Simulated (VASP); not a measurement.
# CaO (Fm-3m) in VASP: further runs

Runs on CaO. Level: LDA. Tasks: vibrations by perturbation theory.

Everything below comes from runs of VASP 6.6.1. Logs are shortened: lines on timing, memory, paths and dates and some standing lists are left out, and cuts for length are marked.

### 1 The cell of the first run

Symmetry: Fm-3m, No. 225, cubic system. The conventional cell has a = 4.708 Å, b = 4.708 Å, c = 4.708 Å, α = 90.00°, β = 90.00°, γ = 90.00°. Ca (site symmetry m-3m) has 6 O at 2.35 Å within 3.1 Å. Within 3.1 Å of O (site symmetry m-3m) lie 6 Ca at 2.35 Å.

### 2 Vibrations by perturbation theory, LDA

Input file INCAR:

```
  PREC = Accurate
  ENCUT = 520
  EDIFF = 1E-8
  ISMEAR = 0
  SIGMA = 0.01
  LREAL = F
  LASPH = T
  NELM = 100
  ALGO = Normal
  ISIF = 2
  LWAVE = F
  LCHARG = T
  GGA = CA
  NBANDS = 15
  IBRION = 8
  NSW = 1
```

Input file KPOINTS:

```
Automatic mesh
0
Gamma
  8 8 8
```

Input file POSCAR:

```
CaO
1.0
    2.3539498185      2.3539498185      0.0000000000
   -2.3539498185      2.3539498185      0.0000000000
    0.0000000000      2.3539498185      2.3539498185
Ca O
1 1
Direct
    0.0000000000      0.0000000000      0.0000000000
    0.5000000000      0.5000000000      0.0000000000
```

Potentials or basis: VASP PAW LDA potentials, release 64 (Ca_sv, O).

Started as:

```
$ cat potpaw_LDA.64/Ca_sv/POTCAR potpaw_LDA.64/O/POTCAR > POTCAR
$ mpirun -np 1 vasp_std > vasp.out
```

OUTCAR:

```text
PREC = Accurate
   ENCUT = 520
   EDIFF = 1E-8
   ISMEAR = 0
   LREAL = F
   LASPH = T
   NELM = 100
   ISIF = 2
   GGA = CA
   IBRION = 8
   NSW = 1

 ion  position               nearest neighbor table
   1  0.000  0.000  0.000-   2 2.35   2 2.35   2 2.35   2 2.35   2 2.35   2 2.35
   2  0.500  0.500  0.000-   1 2.35   1 2.35   1 2.35   1 2.35   1 2.35   1 2.35

  LATTYP: Found a face centered cubic cell.
 ALAT       =     4.7078996370

  Lattice vectors:

 A1 = (   0.0000000000,   2.3539498185,   2.3539498185)
 A2 = (   2.3539498185,   0.0000000000,   2.3539498185)
 A3 = (   2.3539498185,   2.3539498185,   0.0000000000)

Analysis of symmetry for initial positions (statically):
=====================================================================
 Subroutine PRICEL returns:
 Original cell was already a primitive cell.

 Routine SETGRP: Setting up the symmetry group for a
 face centered cubic supercell.

 Subroutine GETGRP returns: Found 48 space group operations
 (whereof 48 operations were pure point group operations)
 out of a pool of 48 trial point group operations.

The static configuration has the point symmetry O_h .

Analysis of symmetry for dynamics (positions and initial velocities):
=====================================================================
 Subroutine PRICEL returns:
 Original cell was already a primitive cell.

 Routine SETGRP: Setting up the symmetry group for a
 face centered cubic supercell.

 Subroutine GETGRP returns: Found 48 space group operations
 (whereof 48 operations were pure point group operations)
 out of a pool of 48 trial point group operations.

The dynamic configuration has the point symmetry O_h .

 Subroutine INISYM returns: Found 48 space group operations
 (whereof 48 operations are pure point group operations),
 and found     1 'primitive' translations

----------------------------------------------------------------------------------------

                                     Primitive cell

  volume of cell :      26.0868

  direct lattice vectors                    reciprocal lattice vectors
     2.353949818  2.353949818  0.000000000     0.212408946  0.212408946 -0.212408946
    -2.353949818  2.353949818  0.000000000    -0.212408946  0.212408946 -0.212408946
     0.000000000  2.353949818  2.353949818     0.000000000  0.000000000  0.424817892

  length of vectors
     3.328987758  3.328987758  3.328987758     0.367903087  0.367903087  0.424817892

  position of ions in fractional coordinates (direct lattice)
     0.000000000  0.000000000  0.000000000
     0.500000000  0.500000000  0.000000000

  ion indices of the primitive-cell ions
   primitive index   ion index
                 1           1
                 2           2

----------------------------------------------------------------------------------------

 KPOINTS: Automatic mesh

Automatic generation of k-mesh.
 Grid dimensions read from file:
 generate k-points for:    8    8    8

 Generating k-lattice:

  Cartesian coordinates                     Fractional coordinates (reciprocal lattice)
     0.026551118  0.026551118 -0.026551118     0.125000000  0.000000000  0.000000000
    -0.026551118  0.026551118 -0.026551118     0.000000000  0.125000000  0.000000000
     0.000000000  0.000000000  0.053102237     0.000000000  0.000000000  0.125000000

  Length of vectors
     0.045987886  0.045987886  0.053102237

  Shift w.r.t. Gamma in fractional coordinates (k-lattice)
     0.000000000  0.000000000  0.000000000

 Subroutine IBZKPT returns following result:
 ===========================================

 Found     29 irreducible k-points:

 Following reciprocal coordinates:
            Coordinates               Weight
  0.000000  0.000000  0.000000      1.000000
  0.125000  0.000000  0.000000      8.000000
  0.250000  0.000000  0.000000      8.000000
  0.375000  0.000000  0.000000      8.000000
  0.500000  0.000000  0.000000      4.000000
  0.125000  0.125000  0.000000     12.000000
[... 16 lines left out ...]
  0.375000  0.250000  0.125000     48.000000
  0.500000  0.250000  0.125000     24.000000
 [... further k-points ...]
   k-points           NKPTS =     29   k-points in BZ     NKDIM =     29   number of bands    NBANDS=     15
   number of dos      NEDOS =    301   number of ions     NIONS =      2
   total plane-waves  NPLWV =  21952
   dimension x,y,z NGX =    28 NGY =   28 NGZ =   28
   dimension x,y,z NGXF=    56 NGYF=   56 NGZF=   56
   ions per type =               1   1
   NGX,Y,Z   is equivalent  to a cutoff of  13.98, 13.98, 13.98 a.u.
   NGXF,Y,Z  is equivalent  to a cutoff of  27.97, 27.97, 27.97 a.u.
 SYSTEM =  unknown system
   PREC   = accura    normal or accurate (medium, high low for compatibility)
   ISTART =      0    job   : 0-new  1-cont  2-samecut
   ICHARG =      2    charge: 1-file 2-atom 10-const
   ISPIN  =      1    spin polarized calculation?
   LNONCOLLINEAR =      F non collinear calculations
   LSORBIT =      F    spin-orbit coupling
   LASPH  =      T    aspherical Exc in radial PAW
   ENCUT  =  520.0 eV  38.22 Ry    6.18 a.u.   6.19  6.19  6.19*2*pi/ulx,y,z
   NELM   =    100;   NELMIN=  2; NELMDL= -5     # of ELM steps
   EDIFF  = 0.1E-07   stopping-criterion for ELM
   LREAL  =      F    real-space projection
   EDIFFG = 0.1E-06   stopping-criterion for IOM
   NSW    =      1    number of steps for IOM
   IBRION =      8    ionic relax: 0-MD 1-quasi-New 2-CG
   NFREE  =      0    steps in history (QN), initial steepest desc. (CG)
   ISIF   =      2    stress and relaxation
   ISYM   =      2    0-nonsym 1-usesym 2-fastsym
   POTIM  = 0.5000    time-step for ionic-motion
   TEBEG  =    0.0;   TEEND  =   0.0 temperature during run
   PSTRESS=    0.0 pullay stress
   NELECT =      16.0000    total number of electrons
   NUPDOWN=      -1.0000    fix difference up-down
   EMIN   =  10.00;   EMAX   =-10.00  energy-range for DOS
   EFERMI =   0.00;   METHOD = LEGACY
   ISMEAR =     0;   SIGMA  =   0.01  broadening in eV -4-tet -1-fermi 0-gaus
   EFERMI_NEDOS =   21; number of points for ismear=-14 and -15
   IALGO  =     38    algorithm
   IMIX   =      4    mixing-type and parameters
     AMIX     =   0.40;   BMIX     =  1.00
     AMIX_MAG =   1.60;   BMIX_MAG =  1.00
  volume/ion in A,a.u.               =      13.04        88.02
  Fermi-wavevector in a.u.,A,eV,Ry     =   1.390938  2.628491 26.323290  1.934707
  Thomas-Fermi vector in A             =   2.514825
   LORBIT       =      0    0 simple, 1 ext, 2 COOP (PROOUT), +10 PAW based schemes
   GGA     = CA    functional components
   LHFCALC =     F    Hartree Fock is set to
   AEXX    =    0.0000 exact exchange contribution
   IVDW    =     0    specifies the selected vdW correction
   LEPSILON=     F    determine dielectric tensor
   LRPA    =     F    only Hartree local field effects (RPA)
 non-spin polarized calculation
 Gauss-broadening in eV      SIGMA  =   0.01
  energy-cutoff  :      520.00
  volume of cell :       26.09
 maximum number of plane-waves:       725
 NGX is ok and might be reduce to    28
   NGX = 13   NGY = 13   NGZ = 13

--------------------------------------- Ionic step        1  -------------------------------------------

 number of electron      15.9999999 magnetization

 Free energy of the ion-electron system (eV)
  ---------------------------------------------------
  ext. energy  EPLUGINS =         0.00000000
  ---------------------------------------------------
  free energy    TOTEN  =       -14.22038464 eV

  energy without entropy =      -14.22038464  energy(sigma->0) =      -14.22038464

 E-fermi :   2.4793     XC(G=0): -11.3378

 val. band max:        2.3866240652   @ k =   0.0000   0.0000   0.0000
 cond. band min:       5.8052288546   @ k =   0.5000   0.5000   0.0000
 fundamental gap:      3.4186047894
 Fermi energy:         2.4793149408

 k-point     1 :       0.0000    0.0000    0.0000
  band No.  band energies     occupation
      1     -34.4374      2.00000
      2     -15.4299      2.00000
      3     -15.4299      2.00000
      4     -15.4299      2.00000
      5     -12.9443      2.00000
      6       2.3866      2.00000
      7       2.3866      2.00000
      8       2.3866      2.00000
      9       7.4689      0.00000
     10       8.6343      0.00000
     11       8.6343      0.00000
     12       8.6343      0.00000
     13      10.3101      0.00000
     14      10.3101      0.00000
[... 401 lines left out ...]
      2     -16.6163      2.00000
      3     -15.7428      2.00000
      4     -15.5927      2.00000
      5     -11.7739      2.00000
      6       0.1843      2.00000
      7       1.1761      2.00000
      8       1.2171      2.00000
      9       9.2664      0.00000
     10       9.3363      0.00000
     11      11.4694      0.00000
     12      11.7767      0.00000
     13      13.1019      0.00000
     14      14.8176      0.00000
     15      16.8725      0.00000

 [... further k-points ...]
[... 5 lines left out ...]
  --------------------------------------------------------------------------------------
  -------------------------------------------------------------------------------------
  Total        0.1597139      0.1597139      0.1597139      0.0000000      0.0000000      0.0000000
  in kB        9.8091592      9.8091592      9.8091592      0.0000000      0.0000000      0.0000000
  external PRESSURE =       9.8091592 kB  Pullay stress =       0.0000000 kB

 VOLUME and BASIS-vectors are now :
 -----------------------------------------------------------------------------
  energy-cutoff  :      520.00
  volume of cell :       26.09
      direct lattice vectors                 reciprocal lattice vectors
     2.353949818  2.353949818  0.000000000     0.212408946  0.212408946 -0.212408946
    -2.353949818  2.353949818  0.000000000    -0.212408946  0.212408946 -0.212408946
     0.000000000  2.353949818  2.353949818     0.000000000  0.000000000  0.424817892

 POSITION                                       TOTAL-FORCE (eV/Angst)
 -----------------------------------------------------------------------------------
      0.00000      0.00000      0.00000        -0.000000      0.000000      0.000000
      0.00000      2.35395      0.00000         0.000000      0.000000      0.000000
 -----------------------------------------------------------------------------------
    total drift:                               -0.000000      0.000000     -0.000000

  FREE ENERGIE OF THE ION-ELECTRON SYSTEM (eV)
  ---------------------------------------------------
  free  energy   TOTEN  =       -14.2203846386 eV

  energy  without entropy=      -14.2203846386  energy(sigma->0) =      -14.22038464

[... ionic steps 2 to 3 ...]

--------------------------------------- Ionic step        4  -------------------------------------------

------------------------ aborting loop because EDIFF is reached ----------------------------------------

[... ionic steps 5 to 6 ...]

--------------------------------------- Ionic step        7  -------------------------------------------

 Free energy of the ion-electron system (eV)
  ---------------------------------------------------
  ---------------------------------------------------
  free energy    TOTEN  =        -0.35691100 eV

  energy without entropy =       -0.35691100

------------------------ aborting loop because EDIFF is reached ----------------------------------------

 INTERNAL STRAIN TENSOR  FOR ION    2  DIRECTION 1   (eV/Angst):
 -----------------------------------------------------------------------------
    -0.01732 -0.00000  0.00000
     0.00000  0.01173  0.00000
     0.00000  0.00000  0.01173

 INTERNAL STRAIN TENSOR FOR ION    2 for displacements in x,y,z  (eV/Angst):
          X           Y           Z          XY          YZ          ZX
  --------------------------------------------------------------------------------
  x     0.00000     0.00000     0.00000     0.00000     0.00000     0.00000
  y     0.00000     0.00000     0.00000     0.00000     0.00000     0.00000
  z     0.00000     0.00000     0.00000     0.00000     0.00000     0.00000

 SECOND DERIVATIVES (NOT SYMMETRIZED)
 ------------------------------------
               1X          1Y          1Z          2X          2Y          2Z
  1X    -3.747885    0.000000    0.000000    3.747885    0.000000    0.000000
  1Y     0.000000   -3.747885    0.000000    0.000000    3.747885    0.000000
  1Z     0.000000    0.000000   -3.747885    0.000000    0.000000    3.747885
  2X     3.756559    0.000000   -0.000000   -3.756559   -0.000000    0.000000
  2Y    -0.000000    3.756559    0.000000    0.000000   -3.756559   -0.000000
  2Z    -0.000000   -0.000000    3.756559    0.000000    0.000000   -3.756559

 Eigenvectors and eigenvalues of the dynamical matrix
 ----------------------------------------------------

   1 f  =    8.957484 THz    56.281531 2PiTHz  298.789501 cm-1    37.045160 meV
             X         Y         Z           dx          dy          dz
      0.000000  0.000000  0.000000    -0.533710    0.000000   -0.000000
      0.000000  2.353950  0.000000     0.845668   -0.000000    0.000000
[... 21 lines left out ...]
   6 f/i=    0.004673 THz     0.029362 2PiTHz    0.155877 cm-1     0.019326 meV
             X         Y         Z           dx          dy          dz
      0.000000  0.000000  0.000000    -0.845668    0.000000    0.000000
      0.000000  2.353950  0.000000    -0.533710   -0.000000    0.000000

--------------------------------------------------------------------------------------------------------

 ELASTIC MODULI CONTR FROM IONIC RELAXATION (kBar)
 Direction    XX          YY          ZZ          XY          YZ          ZX
 --------------------------------------------------------------------------------
 XX           0.0000      0.0000      0.0000      0.0000      0.0000      0.0000
 YY           0.0000      0.0000      0.0000      0.0000      0.0000      0.0000
 ZZ           0.0000      0.0000      0.0000      0.0000      0.0000      0.0000
 XY           0.0000      0.0000      0.0000      0.0000      0.0000      0.0000
 YZ           0.0000      0.0000      0.0000      0.0000      0.0000      0.0000
 ZX           0.0000      0.0000      0.0000      0.0000      0.0000      0.0000
 --------------------------------------------------------------------------------
```

It took 51 s on 1 thread of Intel Xeon 6975P-C (Granite Rapids), shared host; peak memory 0.2 GiB.

Results:

```
Highest phonon frequency at Γ, LO-TO splitting left out : 299 cm⁻¹
```

Phonon frequencies in cm⁻¹ (negative: imaginary):
```csv
q point,frequencies
"(0.000, 0.000, 0.000)",0 0 0 299 299 299
```

(Part 1 of 2 ends here.)
